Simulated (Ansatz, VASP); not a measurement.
# Two plane-wave programs on H

```
CELL_PARAMETERS angstrom
2.78212 0.00000 0.00000
0.00000 2.78212 0.00000
0.00000 0.00000 0.98049
ATOMIC_POSITIONS crystal
H 0.00000 0.00000 0.50000
```

Change from the starting cell: strain +0.050 along x and y, +0.000 along z, atoms carried along.

Alike in both runs: task single point; functional LDA; k mesh 10 × 10 × 26; occupations gaussian, width 0.05 eV; no spin polarisation.

```csv
,VASP,Ansatz
version,VASP 6.6.1,Ansatz 0.2.0
potentials or method,"VASP PAW LDA potentials, release 64 (H), cutoff 520 eV","scalar-relativistic, plane waves, PAW"
valence electrons in the cell,1,1
```

|  | VASP | Ansatz | Ansatz less VASP |
| --- | --- | --- | --- |
| pressure (GPa) | 0.9 | 1.1 | +0.14 |
| traceless stress, the component that is largest in VASP (GPa) | 3.07 | 2.82 | -0.248 |

LDA's correlation is that of Perdew and Zunger in VASP and of Perdew and Wang (1992) in Ansatz.
